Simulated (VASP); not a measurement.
# Li (P6_3/mmc) in VASP: notebook, part 2 of 3

VASP 6.6.1. The steps go on from the part before.

### 4 Electric field gradients, PBE (volume scaled by 1.06)

The input, INCAR:

```
SYSTEM = Li
PREC = Accurate
ENCUT = 520
EDIFF = 1E-8
ISMEAR = -1
SIGMA = 0.08
LREAL = .False.
LASPH = .True.
NELM = 80
ALGO = Normal
ISIF = 2
LWAVE = .False.
LCHARG = .False.
GGA = PE
LEFG = .True.
NBANDS = 10
```

The input, KPOINTS:

```
regular mesh
0
Gamma
  15 15 8
  0 0 0
```

The input, POSCAR:

```
Li
1.0
    3.1720176844      0.0000000000      0.0000000000
   -1.5860088422      2.7470478959      0.0000000000
    0.0000000000      0.0000000000      5.1928881046
Li
2
Direct
    0.3333333333      0.6666666667      0.2500000000
    0.6666666667      0.3333333333      0.7500000000
```

Potentials or basis: VASP PAW PBE potentials, release 64 (Li_sv).

Run with:

```bash
$ cat potpaw_PBE.64/Li_sv/POTCAR > POTCAR
$ mpirun -np 1 vasp_std > vasp.out
```

OUTCAR:

```text
SYSTEM = Li
   PREC = Accurate
   ENCUT = 520
   EDIFF = 1E-8
   ISMEAR = -1
   LREAL = .False.
   LASPH = .True.
   NELM = 80
   ISIF = 2
   GGA = PE

 ion  position               nearest neighbor table
   1  0.333  0.667  0.250-
   2  0.667  0.333  0.750-

  LATTYP: Found a hexagonal cell.
 ALAT       =     3.1720176844
 C/A-ratio  =     1.6370930497

  Lattice vectors:

 A1 = (   3.1720176844,   0.0000000000,   0.0000000000)
 A2 = (  -1.5860088422,   2.7470478959,   0.0000000000)
 A3 = (   0.0000000000,   0.0000000000,   5.1928881046)

Analysis of symmetry for initial positions (statically):
=====================================================================
 Subroutine PRICEL returns:
 Original cell was already a primitive cell.

 Routine SETGRP: Setting up the symmetry group for a
[... 503 lines left out ...]
  energy-cutoff  :      520.00
  volume of cell :       45.25
      direct lattice vectors                 reciprocal lattice vectors
     3.172017684  0.000000000  0.000000000     0.315256754  0.182013572  0.000000000
    -1.586008842  2.747047896  0.000000000     0.000000000  0.364027144  0.000000000
     0.000000000  0.000000000  5.192888105     0.000000000  0.000000000  0.192571066

 POSITION                                       TOTAL-FORCE (eV/Angst)
 -----------------------------------------------------------------------------------
     -0.00000      1.83137      1.29822         0.000000      0.000000      0.000000
      1.58601      0.91568      3.89467        -0.000000     -0.000000      0.000000
 -----------------------------------------------------------------------------------
    total drift:                               -0.000000      0.000000      0.000000

  FREE ENERGIE OF THE ION-ELECTRON SYSTEM (eV)
  ---------------------------------------------------
  free  energy   TOTEN  =        -3.8024144283 eV

  energy  without entropy=       -3.7804521115  energy(sigma->0) =       -3.79143327

 Electric field gradients (V/A^2)
---------------------------------------------------------------------
 ion       V_xx      V_yy      V_zz      V_xy      V_xz      V_yz
---------------------------------------------------------------------
   1       0.007     0.002    -0.009    -0.005     0.000    -0.000
   2       0.007     0.002    -0.009    -0.005    -0.000     0.000
---------------------------------------------------------------------

 Electric field gradients after diagonalization (V/A^2)
 (convention: |V_zz| > |V_xx| > |V_yy|)
----------------------------------------------------------------------
 ion       V_xx      V_yy      V_zz     asymmetry (V_yy - V_xx)/ V_zz
----------------------------------------------------------------------
   1      -0.009    -0.001     0.010       0.752
   2      -0.009    -0.001     0.010       0.752
----------------------------------------------------------------------

           NMR quadrupolar parameters

 Cq : quadrupolar parameter    Cq=e*Q*V_zz/h
 eta: asymmetry parameters     (V_yy - V_xx)/ V_zz
 Q  : nuclear electric quadrupole moment in mb (millibarn)
----------------------------------------------------------------------
 ion       Cq(MHz)       eta       Q (mb)
----------------------------------------------------------------------
   1       0.000       0.752       1.000
   2       0.000       0.752       1.000
----------------------------------------------------------------------
```

stdout:

```text
POSCAR found type information on POSCAR Li
 POSCAR found :  1 types and       2 ions
 scaLAPACK will be used
 LDA part: xc-table for (Slater+PW92), standard interpolation
 POSCAR, INCAR and KPOINTS ok, starting setup
 FFT: planning ... GRIDC
 FFT: planning ... GRID_SOFT
 FFT: planning ... GRID
 WAVECAR not read
 entering main loop
ion   1

ion   2
```

Run time: 15 s. Hardware: 1 thread of Intel Xeon Platinum 8559C (Emerald Rapids), shared host; peak memory 0.17 GiB.

What came out:

```yaml
Free_energy: -3.8024 eV
Band_gap_on_the_k_mesh: zero (band 3 reaches 2.38 eV, above the bottom of band 4 at -2.02 eV)
```

Caveat: the cutoff is under 1.25 times the usual one of these potentials, so pressure, stress and relaxed cells hold a basis-set (Pulay) error; without QUAD_EFG the Cq values of the log hold for a quadrupole moment of 1 mb, not for the nuclei.

### 5 Electric field gradients, PBE (volume scaled by 0.9405)

INCAR is that of step 4.

KPOINTS is that of step 4.

The input, POSCAR:

```
Li
1.0
    3.0480347320      0.0000000000      0.0000000000
   -1.5240173660      2.6396755095      0.0000000000
    0.0000000000      0.0000000000      4.9899164750
Li
2
Direct
    0.3333333333      0.6666666667      0.2500000000
    0.6666666667      0.3333333333      0.7500000000
```

Potentials or basis: VASP PAW PBE potentials, release 64 (Li_sv).

Run with:

```bash
$ cat potpaw_PBE.64/Li_sv/POTCAR > POTCAR
$ mpirun -np 1 vasp_std > vasp.out
```

OUTCAR:

```text
SYSTEM = Li
   PREC = Accurate
   ENCUT = 520
   EDIFF = 1E-8
   ISMEAR = -1
   LREAL = .False.
   LASPH = .True.
   NELM = 80
   ISIF = 2
   GGA = PE

 ion  position               nearest neighbor table
   1  0.333  0.667  0.250-
   2  0.667  0.333  0.750-

  LATTYP: Found a hexagonal cell.
 ALAT       =     3.0480347320
 C/A-ratio  =     1.6370930497

  Lattice vectors:

 A1 = (   3.0480347320,   0.0000000000,   0.0000000000)
 A2 = (  -1.5240173660,   2.6396755095,   0.0000000000)
 A3 = (   0.0000000000,   0.0000000000,   4.9899164750)

Analysis of symmetry for initial positions (statically):
=====================================================================
 Subroutine PRICEL returns:
 Original cell was already a primitive cell.

 Routine SETGRP: Setting up the symmetry group for a
 hexagonal supercell.

 Subroutine GETGRP returns: Found 24 space group operations
 (whereof 12 operations were pure point group operations)
 out of a pool of 24 trial point group operations.

The static configuration has the point symmetry D_3d.
 The point group associated with its full space group is D_6h.

Analysis of symmetry for dynamics (positions and initial velocities):
=====================================================================
 Subroutine PRICEL returns:
 Original cell was already a primitive cell.

 Routine SETGRP: Setting up the symmetry group for a
 hexagonal supercell.

 Subroutine GETGRP returns: Found 24 space group operations
 (whereof 12 operations were pure point group operations)
 out of a pool of 24 trial point group operations.

The dynamic configuration has the point symmetry D_3d.
 The point group associated with its full space group is D_6h.

 Subroutine INISYM returns: Found 24 space group operations
 (whereof 12 operations are pure point group operations),
 and found     1 'primitive' translations

----------------------------------------------------------------------------------------

                                     Primitive cell

  volume of cell :      40.1480

  direct lattice vectors                    reciprocal lattice vectors
     3.048034732  0.000000000  0.000000000     0.328080251  0.189417221  0.000000000
    -1.524017366  2.639675509  0.000000000     0.000000000  0.378834442  0.000000000
     0.000000000  0.000000000  4.989916475     0.000000000  0.000000000  0.200404156

  length of vectors
     3.048034732  3.048034732  4.989916475     0.378834442  0.378834442  0.200404156

  position of ions in fractional coordinates (direct lattice)
     0.333333333  0.666666667  0.250000000
     0.666666667  0.333333333  0.750000000

  ion indices of the primitive-cell ions
   primitive index   ion index
                 1           1
                 2           2

----------------------------------------------------------------------------------------

 KPOINTS: regular mesh

Automatic generation of k-mesh.
[... 80 lines left out ...]
   EFERMI =   0.00;   METHOD = LEGACY
   ISMEAR =    -1;   SIGMA  =   0.08  broadening in eV -4-tet -1-fermi 0-gaus
   EFERMI_NEDOS =   21; number of points for ismear=-14 and -15
   IALGO  =     38    algorithm
   IMIX   =      4    mixing-type and parameters
     AMIX     =   0.40;   BMIX     =  1.00
     AMIX_MAG =   1.60;   BMIX_MAG =  1.00
  volume/ion in A,a.u.               =      20.07       135.47
  Fermi-wavevector in a.u.,A,eV,Ry     =   0.868768  1.641734 10.269113  0.754758
  Thomas-Fermi vector in A             =   1.987494
   LORBIT       =      0    0 simple, 1 ext, 2 COOP (PROOUT), +10 PAW based schemes
   GGA     = PE    functional components
   LHFCALC =     F    Hartree Fock is set to
   AEXX    =    0.0000 exact exchange contribution
   IVDW    =     0    specifies the selected vdW correction
   LEPSILON=     F    determine dielectric tensor
   LRPA    =     F    only Hartree local field effects (RPA)
 non-spin polarized calculation
  energy-cutoff  :      520.00
  volume of cell :       40.15
 maximum number of plane-waves:      1105
 NGX is ok and might be reduce to    24
   NGX = 11   NGY = 11   NGZ = 19

 number of electron       6.0000003 magnetization

 Free energy of the ion-electron system (eV)
  ---------------------------------------------------
  ext. energy  EPLUGINS =         0.00000000
  ---------------------------------------------------
  free energy    TOTEN  =        -3.82154277 eV

  energy without entropy =       -3.80047857  energy(sigma->0) =       -3.81101067

 E-fermi :   0.6518     XC(G=0):  -7.0678

 val. band max:        0.6378620552   @ k =   0.4000   0.0667   0.3750
 cond. band min:       0.6611315177   @ k =   0.4000  -0.0000   0.5000
 fundamental gap:      0.0232694625
 Fermi energy:         0.6517676557

 k-point     1 :       0.0000    0.0000    0.0000
  band No.  band energies     occupation
      1     -45.8600      2.00000
      2     -45.8415      2.00000
      3      -2.9210      2.00000
      4       0.6181      1.20725
      5       3.5875      0.00000
      6      13.2197      0.00000
      7      13.2197      0.00000
      8      14.6224      0.00000
      9      14.6224      0.00000
     10      15.1805      0.00000
[... 287 lines left out ...]
 k-point    24 :       0.4000    0.2000    0.0000
  band No.  band energies     occupation
      1     -45.8392      2.00000
      2     -45.8355      2.00000
      3       1.1644      0.00329
      4       2.1715      0.00000
      5       4.9893      0.00000
      6       5.9872      0.00000
      7       6.9467      0.00000
      8       7.0470      0.00000
      9      10.8300      0.00000
     10      11.1185      0.00000

 [... further k-points ...]

------------------------ aborting loop because EDIFF is reached ----------------------------------------

  FORCE on cell =-STRESS in cart. coord.  units (eV):
  Direction    XX          YY          ZZ          XY          YZ          ZX
  --------------------------------------------------------------------------------------
  -------------------------------------------------------------------------------------
  Total        0.0110518      0.0110518      0.0140315     -0.0000000      0.0000000      0.0000000
  in kB        0.4410410      0.4410410      0.5599523     -0.0000000      0.0000000      0.0000000
  external PRESSURE =       0.4806781 kB  Pullay stress =       0.0000000 kB

 VOLUME and BASIS-vectors are now :
 -----------------------------------------------------------------------------
  energy-cutoff  :      520.00
  volume of cell :       40.15
      direct lattice vectors                 reciprocal lattice vectors
     3.048034732  0.000000000  0.000000000     0.328080251  0.189417221  0.000000000
    -1.524017366  2.639675509  0.000000000     0.000000000  0.378834442  0.000000000
     0.000000000  0.000000000  4.989916475     0.000000000  0.000000000  0.200404156

 POSITION                                       TOTAL-FORCE (eV/Angst)
 -----------------------------------------------------------------------------------
     -0.00000      1.75978      1.24748         0.000000     -0.000000      0.000000
      1.52402      0.87989      3.74244        -0.000000      0.000000     -0.000000
 -----------------------------------------------------------------------------------
    total drift:                               -0.000000      0.000000      0.000000

  FREE ENERGIE OF THE ION-ELECTRON SYSTEM (eV)
  ---------------------------------------------------
  free  energy   TOTEN  =        -3.8215427710 eV

  energy  without entropy=       -3.8004785745  energy(sigma->0) =       -3.81101067

 Electric field gradients (V/A^2)
---------------------------------------------------------------------
 ion       V_xx      V_yy      V_zz      V_xy      V_xz      V_yz
---------------------------------------------------------------------
   1       0.002     0.005    -0.007     0.002     0.000    -0.000
   2       0.002     0.005    -0.007     0.002    -0.000     0.000
---------------------------------------------------------------------

 Electric field gradients after diagonalization (V/A^2)
 (convention: |V_zz| > |V_xx| > |V_yy|)
----------------------------------------------------------------------
 ion       V_xx      V_yy      V_zz     asymmetry (V_yy - V_xx)/ V_zz
----------------------------------------------------------------------
   1       0.006     0.001    -0.007       0.727
   2       0.006     0.001    -0.007       0.727
----------------------------------------------------------------------

           NMR quadrupolar parameters

 Cq : quadrupolar parameter    Cq=e*Q*V_zz/h
 eta: asymmetry parameters     (V_yy - V_xx)/ V_zz
 Q  : nuclear electric quadrupole moment in mb (millibarn)
----------------------------------------------------------------------
 ion       Cq(MHz)       eta       Q (mb)
----------------------------------------------------------------------
   1      -0.000       0.727       1.000
   2      -0.000       0.727       1.000
----------------------------------------------------------------------
```

Run time: 24 s. Hardware: 1 thread of Intel Xeon Platinum 8488C (Sapphire Rapids), shared host; peak memory 0.17 GiB.

What came out:

```
Free energy            : -3.8215 eV
Band gap on the k mesh : zero (band 3 reaches 2.83 eV, above the bottom of band 4 at -1.81 eV)
```

Caveat: the cutoff is under 1.25 times the usual one of these potentials, so pressure, stress and relaxed cells hold a basis-set (Pulay) error; without QUAD_EFG the Cq values of the log hold for a quadrupole moment of 1 mb, not for the nuclei.

(Continued in part 3 of 3.)
